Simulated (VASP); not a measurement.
# Ti (I4_1/amd) in VASP: a series of runs

Ti is run at these levels: PBE; tasks: relaxation of shape and atoms at fixed volume.

Everything below comes from runs of VASP 6.6.1. Logs are shortened: lines on timing, memory, paths and dates and some standing lists are left out, and cuts for length are marked.

**1. The cell of the first run**

Symmetry: I4_1/amd, No. 141, tetragonal system. Conventional cell: a = 4.326 Å, b = 4.326 Å, c = 2.429 Å, α = 90.00°, β = 90.00°, γ = 90.00°. Within 3.0 Å of Ti (site symmetry -4m2) lie 10 Ti at 2.25 to 2.83 Å.

**2. Relaxation of shape and atoms at fixed volume, PBE**

INCAR reads:

```
SYSTEM = Ti
PREC = Accurate ; ENCUT = 600
EDIFF = 1E-6 ; ISMEAR = -1
SIGMA = 0.1 ; LREAL = .False.
LASPH = .True. ; NELM = 100
ALGO = Normal ; ISIF = 4
LWAVE = .False. ; LCHARG = .False.
GGA = PE ; IBRION = 2
NSW = 50 ; EDIFFG = -0.005
```

KPOINTS reads:

```
regular mesh
0
Gamma
  15 15 15
  0 0 0
```

POSCAR reads:

```
Ti
1.0
   -2.1629854193      2.1629854193      1.2143628350
    2.1629854193     -2.1629854193      1.2143628350
    2.1629854193      2.1629854193     -1.2143628350
Ti
2
Direct
   -0.3750000000     -0.1250000000     -0.2500000000
    0.3750000000      0.1250000000      0.2500000000
```

Potentials or basis: VASP PAW PBE potentials, release 64 (Ti_sv).

Command:

```console
$ cat potpaw_PBE.64/Ti_sv/POTCAR > POTCAR
$ mpirun -np 1 vasp_std > vasp.out
```

OUTCAR:

```text
SYSTEM = Ti
   PREC = Accurate
   ENCUT = 600
   EDIFF = 1E-6
   ISMEAR = -1
   LREAL = .False.
   LASPH = .True.
   NELM = 100
   ISIF = 4
   GGA = PE
   IBRION = 2
   NSW = 50
   EDIFFG = -0.005

 ion  position               nearest neighbor table
   1  0.625  0.875  0.750-   2 2.25   2 2.25   2 2.25   2 2.25   2 2.83   2 2.83   2 2.83   2 2.83

   2  0.375  0.125  0.250-   1 2.25   1 2.25   1 2.25   1 2.25   1 2.83   1 2.83   1 2.83   1 2.83

  LATTYP: Found a body centered tetragonal cell.
 ALAT       =     4.3259708386
 C/A-ratio  =     0.5614290435

  Lattice vectors:

 A1 = (  -2.1629854193,   2.1629854193,   1.2143628350)
 A2 = (   2.1629854193,  -2.1629854193,   1.2143628350)
 A3 = (   2.1629854193,   2.1629854193,  -1.2143628350)

Analysis of symmetry for initial positions (statically):
=====================================================================
 Subroutine PRICEL returns:
 Original cell was already a primitive cell.

 Routine SETGRP: Setting up the symmetry group for a
 body centered tetragonal supercell.

 Subroutine GETGRP returns: Found 16 space group operations
 (whereof  4 operations were pure point group operations)
 out of a pool of 16 trial point group operations.

The static configuration has the point symmetry C_2h.
 The point group associated with its full space group is D_4h.

Analysis of symmetry for dynamics (positions and initial velocities):
=====================================================================
 Subroutine PRICEL returns:
 Original cell was already a primitive cell.

 Routine SETGRP: Setting up the symmetry group for a
 body centered tetragonal supercell.

 Subroutine GETGRP returns: Found 16 space group operations
 (whereof  4 operations were pure point group operations)
 out of a pool of 16 trial point group operations.

The dynamic configuration has the point symmetry C_2h.
 The point group associated with its full space group is D_4h.

 Subroutine INISYM returns: Found 16 space group operations
 (whereof  4 operations are pure point group operations),
 and found     1 'primitive' translations

----------------------------------------------------------------------------------------

                                     Primitive cell

  volume of cell :      22.7256

  direct lattice vectors                    reciprocal lattice vectors
    -2.162985419  2.162985419  1.214362835     0.000000000  0.231161984  0.411738556
     2.162985419 -2.162985419  1.214362835     0.231161984  0.000000000  0.411738556
     2.162985419  2.162985419 -1.214362835     0.231161984  0.231161984  0.000000000

  length of vectors
     3.291153133  3.291153133  3.291153133     0.472191170  0.472191170  0.326912412

  position of ions in fractional coordinates (direct lattice)
     0.625000000  0.875000000  0.750000000
     0.375000000  0.125000000  0.250000000

  ion indices of the primitive-cell ions
   primitive index   ion index
                 1           1
                 2           2

----------------------------------------------------------------------------------------

 KPOINTS: regular mesh

Automatic generation of k-mesh.
 Grid dimensions read from file:
 generate k-points for:   15   15   15

 Generating k-lattice:

  Cartesian coordinates                     Fractional coordinates (reciprocal lattice)
     0.000000000  0.015410799  0.027449237     0.066666667  0.000000000  0.000000000
     0.015410799  0.000000000  0.027449237     0.000000000  0.066666667  0.000000000
     0.015410799  0.015410799  0.000000000     0.000000000  0.000000000  0.066666667

  Length of vectors
     0.031479411  0.031479411  0.021794161

  Shift w.r.t. Gamma in fractional coordinates (k-lattice)
     0.000000000  0.000000000  0.000000000

 Subroutine IBZKPT returns following result:
 ===========================================

 Found    288 irreducible k-points:

 Following reciprocal coordinates:
            Coordinates               Weight
  0.000000  0.000000  0.000000      1.000000
  0.066667 -0.000000  0.000000      8.000000
  0.133333  0.000000  0.000000      8.000000
  0.200000  0.000000  0.000000      8.000000
  0.266667  0.000000  0.000000      8.000000
  0.333333  0.000000  0.000000      8.000000
[... 16 lines left out ...]
  0.133333  0.133333  0.000000      8.000000
  0.200000  0.133333  0.000000     16.000000
 [... further k-points ...]
   k-points           NKPTS =    288   k-points in BZ     NKDIM =    288   number of bands    NBANDS=     16
   number of dos      NEDOS =    301   number of ions     NIONS =      2
   total plane-waves  NPLWV =  21952
   dimension x,y,z NGX =    28 NGY =   28 NGZ =   28
   dimension x,y,z NGXF=    56 NGYF=   56 NGZF=   56
   ions per type =               2
   NGX,Y,Z   is equivalent  to a cutoff of  14.14, 14.14, 14.14 a.u.
   NGXF,Y,Z  is equivalent  to a cutoff of  28.29, 28.29, 28.29 a.u.
 SYSTEM =  Ti
   PREC   = accura    normal or accurate (medium, high low for compatibility)
   ISTART =      0    job   : 0-new  1-cont  2-samecut
   ICHARG =      2    charge: 1-file 2-atom 10-const
   ISPIN  =      1    spin polarized calculation?
   LNONCOLLINEAR =      F non collinear calculations
   LSORBIT =      F    spin-orbit coupling
   LASPH  =      T    aspherical Exc in radial PAW
   ENCUT  =  600.0 eV  44.10 Ry    6.64 a.u.   6.57  6.57  6.57*2*pi/ulx,y,z
   NELM   =    100;   NELMIN=  2; NELMDL= -5     # of ELM steps
   EDIFF  = 0.1E-05   stopping-criterion for ELM
   LREAL  =      F    real-space projection
   EDIFFG = -.5E-02   stopping-criterion for IOM
   NSW    =     50    number of steps for IOM
   IBRION =      2    ionic relax: 0-MD 1-quasi-New 2-CG
   NFREE  =      1    steps in history (QN), initial steepest desc. (CG)
   ISIF   =      4    stress and relaxation
   ISYM   =      2    0-nonsym 1-usesym 2-fastsym
   POTIM  = 0.5000    time-step for ionic-motion
   TEBEG  =    0.0;   TEEND  =   0.0 temperature during run
   PSTRESS=    0.0 pullay stress
   NELECT =      24.0000    total number of electrons
   NUPDOWN=      -1.0000    fix difference up-down
   EMIN   =  10.00;   EMAX   =-10.00  energy-range for DOS
   EFERMI =   0.00;   METHOD = LEGACY
   ISMEAR =    -1;   SIGMA  =   0.10  broadening in eV -4-tet -1-fermi 0-gaus
   EFERMI_NEDOS =   21; number of points for ismear=-14 and -15
   IALGO  =     38    algorithm
   IMIX   =      4    mixing-type and parameters
     AMIX     =   0.40;   BMIX     =  1.00
     AMIX_MAG =   1.60;   BMIX_MAG =  1.00
  volume/ion in A,a.u.               =      11.36        76.68
  Fermi-wavevector in a.u.,A,eV,Ry     =   1.667145  3.150447 37.815656  2.779372
  Thomas-Fermi vector in A             =   2.753218
   LORBIT       =      0    0 simple, 1 ext, 2 COOP (PROOUT), +10 PAW based schemes
   GGA     = PE    functional components
   LHFCALC =     F    Hartree Fock is set to
   AEXX    =    0.0000 exact exchange contribution
   IVDW    =     0    specifies the selected vdW correction
   LEPSILON=     F    determine dielectric tensor
   LRPA    =     F    only Hartree local field effects (RPA)
 conjugate gradient relaxation of ions
 non-spin polarized calculation
  energy-cutoff  :      600.00
  volume of cell :       22.73
 maximum number of plane-waves:       777
   NGX = 13   NGY = 13   NGZ = 13

--------------------------------------- Ionic step        1  -------------------------------------------

 number of electron      24.0000001 magnetization

 Free energy of the ion-electron system (eV)
  ---------------------------------------------------
  ext. energy  EPLUGINS =         0.00000000
  ---------------------------------------------------
  free energy    TOTEN  =       -12.53148196 eV

  energy without entropy =      -12.44972789  energy(sigma->0) =      -12.49060492

------------------------ aborting loop because EDIFF is reached ----------------------------------------

  FORCE on cell =-STRESS in cart. coord.  units (eV):
  Direction    XX          YY          ZZ          XY          YZ          ZX
  --------------------------------------------------------------------------------------
  -------------------------------------------------------------------------------------
  Total       11.6576084     11.6576084     12.6710352      0.0000000      0.0000000      0.0000000
  in kB      821.8724099    821.8724099    893.3199578      0.0000000      0.0000000      0.0000000
  external PRESSURE =     845.6882592 kB  Pullay stress =       0.0000000 kB
[... 93 lines left out ...]
  energy  without entropy=      -12.4607761651  energy(sigma->0) =      -12.50206897

--------------------------------------- Ionic step        4  -------------------------------------------

 number of electron      24.0000006 magnetization

 Free energy of the ion-electron system (eV)
  ---------------------------------------------------
  ext. energy  EPLUGINS =         0.00000000
  ---------------------------------------------------
  free energy    TOTEN  =       -12.54336966 eV

  energy without entropy =      -12.46080107  energy(sigma->0) =      -12.50208537

 E-fermi :  13.1832     XC(G=0): -13.6162

 val. band max:       13.1798958760   @ k =  -0.2667   0.4000   0.2667
 cond. band min:      13.1858269701   @ k =   0.4667   0.1333   0.0000
 fundamental gap:      0.0059310940
 Fermi energy:        13.1831601636

 k-point     1 :       0.0000    0.0000    0.0000
  band No.  band energies     occupation
      1     -43.2486      2.00000
      2     -41.8516      2.00000
      3     -20.1787      2.00000
      4     -20.1787      2.00000
      5     -18.0101      2.00000
      6     -17.9676      2.00000
[... 8 lines left out ...]
     15      16.4519      0.00000
     16      16.5982      0.00000
[... 420 lines left out ...]
  band No.  band energies     occupation
      1     -42.8569      2.00000
      2     -41.8925      2.00000
      3     -20.0419      2.00000
      4     -19.9047      2.00000
      5     -19.1253      2.00000
      6     -19.0053      2.00000
[... 8 lines left out ...]
     15      15.7944      0.00000
     16      17.1587      0.00000

 [... further k-points ...]

------------------------ aborting loop because EDIFF is reached ----------------------------------------

  FORCE on cell =-STRESS in cart. coord.  units (eV):
  Direction    XX          YY          ZZ          XY          YZ          ZX
  --------------------------------------------------------------------------------------
  -------------------------------------------------------------------------------------
  Total       11.9557296     11.9557296     11.9652045      0.0000000      0.0000000      0.0000000
  in kB      842.8902380    842.8902380    843.5582305      0.0000000      0.0000000      0.0000000
  external PRESSURE =     843.1129022 kB  Pullay stress =       0.0000000 kB
[... 17 lines left out ...]
  FREE ENERGIE OF THE ION-ELECTRON SYSTEM (eV)
  ---------------------------------------------------
  free  energy   TOTEN  =       -12.5433696642 eV

  energy  without entropy=      -12.4608010686  energy(sigma->0) =      -12.50208537

 reached required accuracy - stopping structural energy minimisation
```

Run time: 5.4 min. Hardware: 1 thread of Intel Xeon 8259CL, shared host; peak memory 0.25 GiB.

What came out:

```
Free energy               : -12.5434 eV
Energy gained by relaxing : 5.9 meV/atom
Ionic steps               : 4
Pressure after relaxing   : 84.3 GPa
Band gap on the k mesh    : zero (bands 12 and 13 overlap by 1.44 eV)
```

Step by step:
| step | energy change (eV) | largest force (eV/Å) | pressure (GPa) | volume (Å³) |
| --- | --- | --- | --- | --- |
| 1 | 0.0000 | 0.0000 | 84.57 | 22.73 |
| 2 | -0.0109 | 0.0000 | 84.31 | 22.73 |
| 3 | -0.0119 | 0.0000 | 84.28 | 22.73 |
| 4 | -0.0119 | 0.0000 | 84.31 | 22.73 |

Final structure:
```
Ti
1.0
    -2.13890    2.13890    1.24186
     2.13890   -2.13890    1.24186
     2.13890    2.13890   -1.24186
Ti
2
Direct
  0.62500 0.87500 0.75000
  0.37500 0.12500 0.25000
```

Levels at points of the mesh, in eV from the Fermi level:
| k point | band 10 | band 11 | band 12 | band 13 | band 14 | band 15 |
| --- | --- | --- | --- | --- | --- | --- |
| (0.00, 0.00, 0.00) | -4.87 | -1.62 | -0.78 | 0.27 | 3.27 | 3.27 |

**3. Relaxation of shape and atoms at fixed volume, PBE**

This run uses another cell than the first one, of 13.11 Å³/atom.

INCAR reads:

```
SYSTEM = Ti
PREC     = Accurate       ! precision mode
ENCUT    = 600            ! plane-wave cutoff, eV
EDIFF    = 1E-7           ! SCF threshold, eV
ISMEAR   = -1             ! smearing method
SIGMA    = 0.1            ! smearing width, eV
LREAL    = .False.        ! projectors in reciprocal space
LASPH    = .True.         ! aspherical terms in the spheres
NELM     = 80             ! most SCF steps
ALGO     = Normal         ! electronic algorithm
ISIF     = 4              ! what is computed and relaxed
LWAVE    = .False.        ! write WAVECAR
LCHARG   = .False.        ! write CHGCAR
GGA      = PE             ! functional
IBRION   = 2              ! ionic algorithm
NSW      = 50             ! ionic steps
EDIFFG   = -0.005         ! ionic threshold
```

KPOINTS is that of step 2.

POSCAR reads:

```
Ti
1.0
   -2.2686607677      2.2686607677      1.2736920448
    2.2686607677     -2.2686607677      1.2736920448
    2.2686607677      2.2686607677     -1.2736920448
Ti
2
Direct
   -0.3750000000     -0.1250000000     -0.2500000000
    0.3750000000      0.1250000000      0.2500000000
```

Potentials or basis: VASP PAW PBE potentials, release 64 (Ti_sv).

Command:

```console
$ cat potpaw_PBE.64/Ti_sv/POTCAR > POTCAR
$ mpirun -np 1 vasp_std > vasp.out
```

Wall time 6 min (1 thread of Intel Xeon 8259CL, shared host); peak memory 0.26 GiB.

The run converged. Its results:

* Free energy: -13.9020 eV
* Energy gained by relaxing: 3.8 meV/atom
* Ionic steps: 3
* Pressure after relaxing: 43.7 GPa
* Band gap on the k mesh: zero (bands 12 and 13 overlap by 1.16 eV)

Step by step:
```
step  energy change (eV)  largest force (eV/Å)  pressure (GPa)  volume (Å³)
   1              0.0000                0.0000           43.99        26.22
   2             -0.0071                0.0000           43.79        26.22
   3             -0.0075                0.0000           43.72        26.22
```

Final structure:
```
CELL_PARAMETERS angstrom
-2.24888 2.24888 1.29619
2.24888 -2.24888 1.29619
2.24888 2.24888 -1.29619
ATOMIC_POSITIONS crystal
Ti 0.62500 0.87500 0.75000
Ti 0.37500 0.12500 0.25000
```

Levels at points of the mesh, in eV from the Fermi level:
```csv
k point,band 8,band 9,band 10,band 11,band 12,band 13,band 14,band 15,band 16
"(0.00, 0.00, 0.00)",-31.36,-6.12,-3.96,-1.29,-0.59,0.33,3.03,3.03,3.12
```
